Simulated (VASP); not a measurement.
Set up this calculation in VASP 6.6.1, as the native input.

* Task: single point
* Functional: LDA
* Potentials or basis: VASP PAW LDA potentials, release 64 (Ge_d, Mg)
* Cutoff: 520 eV
* k mesh: 8 × 8 × 5
* Occupations: fermi-dirac, width 0.05 eV
* Spin: no spin polarisation
* Dipole correction: no
* Further INCAR settings: ALGO = Normal; EDIFF = 1e-07; NBANDS = 39

The structure of MgGe2 lies in POSCAR:

```
MgGe2
1.0
    5.5214850000     -1.8498460000      0.0000000000
    5.5214850000      1.8498460000      0.0000000000
   -3.2176250000      0.0000000000      6.0077740000
Ge Mg
4 2
Direct
    0.5292340000      0.5292340000      0.2936210000
    0.4707660000      0.4707660000      0.7063790000
    0.8803900000      0.8803900000      0.9854400000
    0.1196100000      0.1196100000      0.0145600000
    0.8152860000      0.8152860000      0.3492530000
    0.1847140000      0.1847140000      0.6507470000
```

One way to write it, as run:

INCAR

```
SYSTEM = MgGe2
PREC = Accurate ; ENCUT = 520
EDIFF = 1E-7 ; ISMEAR = -1
SIGMA = 0.05 ; LREAL = .FALSE.
LASPH = .TRUE. ; NELM = 80
ALGO = Normal ; ISIF = 2
LWAVE = .FALSE. ; LCHARG = .FALSE.
GGA = CA ; NBANDS = 39
```

KPOINTS

```
Automatic mesh
0
G
  8 8 5
  0 0 0
```

Potentials or basis: VASP PAW LDA potentials, release 64 (Ge_d, Mg).

Command:

```bash
$ cat potpaw_LDA.64/Ge_d/POTCAR potpaw_LDA.64/Mg/POTCAR > POTCAR
$ mpirun -np 1 vasp_std > vasp.out
```

Results of the run:

```json
{
 "Pressure": "-4.7 GPa",
 "Largest force": "0.233 eV/Å",
 "Band gap on the k mesh": "zero (bands 30 and 31 overlap by 1.84 eV)"
}
```

Caveat: the cell stands under tension.

Wall time 6.4 min on 1 thread of Intel(R) Xeon(R) 6975P-C (Granite Rapids) (shared host), peak memory 0.51 GiB.
